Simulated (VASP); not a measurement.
B3As2:

```
B As
1.0
     3.18602    0.00000    0.00000
    -1.59301    2.75918    0.00000
     0.00000    0.00000    6.76656
B As
3 2
Cartesian
  0.0000 0.0000 0.0000
  0.0000 1.8395 3.3029
  1.5930 0.9197 3.4637
  0.0000 1.8395 1.2411
  1.5930 0.9197 5.5255
```

Base run:

- Program: VASP 6.6.1
- Functional: PBE
- Potentials or basis: VASP PAW PBE potentials, release 64 (B, As_d)
- Cutoff: 600 eV
- k mesh: 12 × 12 × 6
- Occupations: gaussian, width 0.1 eV
- Spin: no spin polarisation

Its results: pressure 0.0 GPa; largest force 0.013 eV/Å.

Task: The run is repeated on the same cell with these changes: potentials or basis from VASP PAW PBE potentials, release 64 (B, As_d) to VASP PAW PBE potentials, release 64 (B, As); cutoff from 600 eV to 520 eV; further incar settings from ALGO = Normal; EDIFF = 1e-06; NBANDS = 28 to ALGO = Normal; EDIFF = 1e-06; NBANDS = 18; valence electrons from 39 to 19. What comes out?

Result: Pressure 0.4 GPa; largest force 0.035 eV/Å.
